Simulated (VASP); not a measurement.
The system is InSe.

```
In Se
1.0
     5.86790   -2.05500    0.00000
     5.86790    2.05500    0.00000
    -1.59941    0.00000    4.32365
In Se
2 2
Direct
  0.88400 0.88400 0.00500
  0.11600 0.11600 0.99500
  0.66000 0.66000 0.64200
  0.34000 0.34000 0.35800
```

Base run:

| Quantity | Value |
| --- | --- |
| Program | VASP 6.6.1 |
| Functional | PBEsol |
| Potentials or basis | VASP PAW PBE potentials, release 64 (In_d, Se) |
| Cutoff | 500 eV |
| k mesh | 6 × 6 × 6 |
| Occupations | gaussian, width 0.01 eV |
| Spin | no spin polarisation |

Its results: band gap on the k mesh 1.05 eV, indirect (least direct gap 1.29 eV); pressure -0.1 GPa; largest force 0.702 eV/Å.

The run is repeated on the same cell with these changes: functional from PBEsol to LDA; potentials or basis from VASP PAW PBE potentials, release 64 (In_d, Se) to VASP PAW LDA potentials, release 64 (In_d, Se). What comes out?

Band gap on the k mesh 0.98 eV, indirect (least direct gap 1.25 eV); pressure -1.8 GPa; largest force 0.672 eV/Å.

Caveats: spin-orbit coupling is left out, which moves the levels of the heavy elements; the PAW data sets were made with another functional, which shifts forces and pressure a little (some runs).

A k mesh can miss the band edges.
